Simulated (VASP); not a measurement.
# CdS: relaxation of cell and atoms with PBE+D4

CdS:

```
Cd S
1.0
     4.15000    0.00000    0.00000
    -2.07500    3.59401    0.00000
     0.00000    0.00000    6.73700
Cd S
2 2
Direct
  0.66667 0.33333 0.50000
  0.33333 0.66667 0.00000
  0.66667 0.33333 0.87500
  0.33333 0.66667 0.37500
```

| Property | Result |
| --- | --- |
| Program | VASP 6.6.1 |
| Task | relaxation of cell and atoms |
| Functional | PBE |
| Dispersion | D4 |
| Potentials or basis | VASP PAW PBE potentials, release 64 (Cd, S) |
| Cutoff | 600 eV |
| k mesh | 7 × 7 × 4 |
| Occupations | fermi-dirac, width 0.05 eV |
| Spin | collinear spin |
| Starting moments | [0.5, -0.5, 0.0, 0.0] μB |
| Dipole correction | no |
| Further INCAR settings | ALGO = Normal; EDIFF = 1e-07; IBRION = 2; EDIFFG = -0.005; NSW = 80; ISIF = 3 |

The relaxed volume is 25.21 Å³/atom. The relaxed cell is a = 4.149 Å, b = 4.149 Å, c = 6.764 Å, α = 90.00°, β = 90.00°, γ = 120.00°. The space group after relaxing (to 0.1 Å) is P6_3mc (No. 186). The energy gained by relaxing is 0.3 meV/atom. The ionic steps are 5. The pressure after relaxing is 0.0 GPa and the band gap on the k mesh is 1.19 eV. The net moment is 0.00 μB per cell, the valence electrons inside the program's atomic spheres are Cd 10.30; S 3.72 and the dispersion energy per atom is -0.308 eV.

Forces in eV/Å, atoms in the order of the input:
```
Cd   0.000  0.000 -0.003
Cd   0.000  0.000 -0.003
S    0.000  0.000  0.003
S    0.000  0.000  0.003
```

The path:
| step | energy change (eV) | largest force (eV/Å) | pressure (GPa) | volume (Å³) |
| --- | --- | --- | --- | --- |
| 1 | 0.0000 | 0.0659 | 0.22 | 100.48 |
| 2 | -0.0012 | 0.0068 | -0.08 | 100.99 |
| 3 | -0.0012 | 0.0051 | -0.03 | 100.90 |
| 4 | -0.0012 | 0.0062 | -0.03 | 100.89 |
| 5 | -0.0013 | 0.0027 | 0.01 | 100.83 |

Final structure:
```yaml
crystal:
  lattice:
    - [4.14882, 0.00000, 0.00000]
    - [-2.07441, 3.59298, 0.00000]
    - [0.00000, 0.00000, 6.76417]
  atoms:
    - { symbol: Cd, position: [0.66667, 0.33333, 0.49958] }
    - { symbol: Cd, position: [0.33333, 0.66667, 0.99958] }
    - { symbol: S, position: [0.66667, 0.33333, 0.87542] }
    - { symbol: S, position: [0.33333, 0.66667, 0.37542] }
```

Levels at points of the mesh, in eV from the valence-band top:
Spin up:
```
           k point  band 14  band 15  band 16  band 17  band 18  band 19  band 20  band 21  band 22
(0.00, 0.00, 0.00)    -0.74    -0.74    -0.05     0.00     0.00     1.19     2.80     6.49     6.49
(0.00, 0.00, 0.50)    -2.45    -0.38    -0.38    -0.38    -0.38     2.84     2.84     6.17     6.17
```
Spin down:
| k point | band 16 | band 17 | band 18 | band 19 | band 20 | band 21 |
| --- | --- | --- | --- | --- | --- | --- |
| (0.00, 0.00, 0.00) | -0.05 | 0.00 | 0.00 | 1.19 | 2.80 | 6.49 |
| (0.00, 0.00, 0.50) | -0.38 | -0.38 | -0.38 | 2.84 | 2.84 | 6.17 |

Run time: 3.2 min on 1 thread of Intel(R) Xeon(R) 6975P-C (Granite Rapids), with other jobs on the host, peak memory 0.36 GiB.

A hybrid or GW would open this gap; PBE tends to underestimate it. Zero-point motion and thermal expansion aren't in these numbers.
